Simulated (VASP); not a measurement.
**SiO2: single point with BLYP**

System: SiO2, a slab with vacuum.

```
Si O
1.0
     5.32752    0.00000    0.00000
    -2.66376    4.61377    0.00000
     0.00000    0.00000   18.00000
Si O
4 8
Direct
  0.33333 0.66667 0.59047
  0.66667 0.33333 0.59047
  0.33333 0.66667 0.40953
  0.66667 0.33333 0.40953
  0.33333 0.66667 0.50000
  0.66667 0.33333 0.50000
  0.50000 0.00000 0.62049
  0.00000 0.50000 0.62049
  0.50000 0.50000 0.62049
  0.50000 0.00000 0.37951
  0.00000 0.50000 0.37951
  0.50000 0.50000 0.37951
```

```json
{"Program": "VASP 6.6.1", "Task": "single point", "Functional": "BLYP", "Potentials or basis": "VASP PAW PBE potentials, release 64 (Si, O)", "Cutoff": "520 eV", "k mesh": "4 × 4 × 1", "Occupations": "gaussian, width 0.01 eV", "Spin": "no spin polarisation", "Dipole correction": "no", "Further INCAR settings": "ALGO = Normal; EDIFF = 1e-06; NBANDS = 44"}
```

The largest force is 0.061 eV/Å. The band gap on the k mesh is 5.48 eV.

Forces in eV/Å, atoms in the order of the input:
```
Si   0.000  0.000  0.061
Si   0.000  0.000  0.061
Si   0.000  0.000 -0.061
Si   0.000  0.000 -0.061
O    0.000  0.000  0.000
O    0.000  0.000  0.000
O    0.000  0.000  0.037
O    0.000  0.000  0.037
O    0.000  0.000  0.037
O    0.000  0.000 -0.037
O    0.000  0.000 -0.037
O    0.000  0.000 -0.037
```

Levels at points of the mesh, in eV from the valence-band top:
| k point | band 28 | band 29 | band 30 | band 31 | band 32 | band 33 | band 34 | band 35 | band 36 | band 37 |
| --- | --- | --- | --- | --- | --- | --- | --- | --- | --- | --- |
| (0.00, 0.00, 0.00) | -1.25 | -0.46 | -0.46 | 0.00 | 0.00 | 5.48 | 6.75 | 7.67 | 8.03 | 8.41 |
| (0.50, 0.00, 0.00) | -1.19 | -0.88 | -0.75 | -0.67 | -0.42 | 7.59 | 7.64 | 8.10 | 8.58 | 9.15 |

Run time: 5.5 min on 1 thread of Intel Xeon 8259CL, with other jobs on the host, peak memory 0.51 GiB.

Caveat: the PAW data sets were made with another functional, which shifts forces and pressure a little.
